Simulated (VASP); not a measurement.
Write the native input for VASP 6.6.1 that does the following.

| Quantity | Value |
| --- | --- |
| Task | single point |
| Functional | r2SCAN |
| Potentials or basis | VASP PAW PBE potentials, release 64 (La) |
| Cutoff | 520 eV |
| k mesh | 7 × 7 × 7 |
| Occupations | fermi-dirac, width 0.1 eV |
| Spin | no spin polarisation |
| Dipole correction | no |
| Further INCAR settings | ALGO = Normal; EDIFF = 1e-06; NBANDS = 12 |

La:

```
La
1.0
    -1.82862    1.82862    1.82862
     1.82862   -1.82862    1.82862
     1.82862    1.82862   -1.82862
La
1
Direct
  0.00000 0.00000 0.00000
```

This isn't the form of La at room conditions, which is double hcp.

One way to write it, as run:

POSCAR

```
La
1.0
   -1.8286152368      1.8286152368      1.8286152368
    1.8286152368     -1.8286152368      1.8286152368
    1.8286152368      1.8286152368     -1.8286152368
La
1
Direct
    0.0000000000      0.0000000000      0.0000000000
```

INCAR.step1

```
SYSTEM = La
PREC     = Accurate       ! precision mode
ENCUT    = 520            ! plane-wave cutoff, eV
ISMEAR   = -1             ! smearing method
SIGMA    = 0.1            ! smearing width, eV
LREAL    = .FALSE.        ! projectors in reciprocal space
LASPH    = .TRUE.         ! aspherical terms in the spheres
NELM     = 60             ! most SCF steps
NBANDS   = 12             ! bands
GGA      = PE             ! functional
ALGO     = Normal         ! electronic algorithm
EDIFF    = 1E-4           ! SCF threshold, eV
LWAVE    = .TRUE.         ! write WAVECAR
LCHARG   = .FALSE.        ! write CHGCAR
```

INCAR.step2

```
SYSTEM = La
PREC     = Accurate       ! precision mode
ENCUT    = 520            ! plane-wave cutoff, eV
EDIFF    = 1E-6           ! SCF threshold, eV
ISMEAR   = -1             ! smearing method
SIGMA    = 0.1            ! smearing width, eV
LREAL    = .FALSE.        ! projectors in reciprocal space
LASPH    = .TRUE.         ! aspherical terms in the spheres
NELM     = 60             ! most SCF steps
ALGO     = Normal         ! electronic algorithm
ISIF     = 2              ! what is computed and relaxed
LWAVE    = .FALSE.        ! write WAVECAR
LCHARG   = .FALSE.        ! write CHGCAR
METAGGA  = R2SCAN         ! meta-GGA
LMIXTAU  = .TRUE.       
NBANDS   = 12             ! bands
ISTART   = 1
```

KPOINTS

```
Automatic mesh
0
G
  7 7 7
  0 0 0
```

Potentials or basis: VASP PAW PBE potentials, release 64 (La).

Launch:

```bash
$ cat potpaw_PBE.64/La/POTCAR > POTCAR
$ cp INCAR.step1 INCAR
$ mpirun -np 1 vasp_std > vasp.out
$ cp INCAR.step2 INCAR
$ mpirun -np 1 vasp_std > vasp.out
```

Results of the run:

```yaml
Pressure: 20.3 GPa
Band_gap_on_the_k_mesh: zero (an odd number of electrons rules out a gap without spin polarisation)
```

Caveat: the cell stands under pressure; the PAW data sets were made with another functional, which shifts forces and pressure a little; spin-orbit coupling is left out, which moves the levels of the heavy elements.

Wall time 31 s on 1 thread of Intel Xeon 8259CL, on a shared host, peak memory 0.15 GiB.
